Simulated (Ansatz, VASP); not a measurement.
# SiGe in VASP and in Ansatz

```xyz
4
Lattice="3.9348 0.0000 0.0000 -1.9674 3.4077 0.0000 0.0000 0.0000 6.5000" Properties=species:S:1:pos:R:3 pbc="T T T"
Si    1.9674    1.1359    5.6845
Si    0.0000    2.2718    2.4345
Ge    1.9674    1.1359    3.3538
Ge    0.0000    2.2718    0.1038
```

Alike in both runs: task single point; functional PBEsol; k mesh 12 × 12 × 6; occupations gaussian, width 0.03 eV; no spin polarisation.

```csv
,VASP,Ansatz
version,VASP 6.6.1,Ansatz 0.2.0
potentials or method,"VASP PAW PBE potentials, release 64 (Si, Ge_d), cutoff 520 eV","scalar-relativistic, plane waves, PAW"
valence electrons in the cell,36,36
```

Ansatz gave:

- gap on the k mesh at the Fermi level (eV): none
- pressure (GPa): -1.8
- traceless stress, the component that is largest in VASP (GPa): 3.78
- rms of the force components (eV/Å): 0.769

Which values does VASP return?

gap on the k mesh at the Fermi level (eV): none; pressure (GPa): -1.8; traceless stress, the component that is largest in VASP (GPa): 3.75; rms of the force components (eV/Å): 0.768.

VASP's potentials were made for PBE, not for PBEsol, and Ansatz warns of the same on its side. Atom by atom the forces differ by 0.001 eV/Å (rms over components). A gap of «none» marks a metal or a gap that the smearing closes.
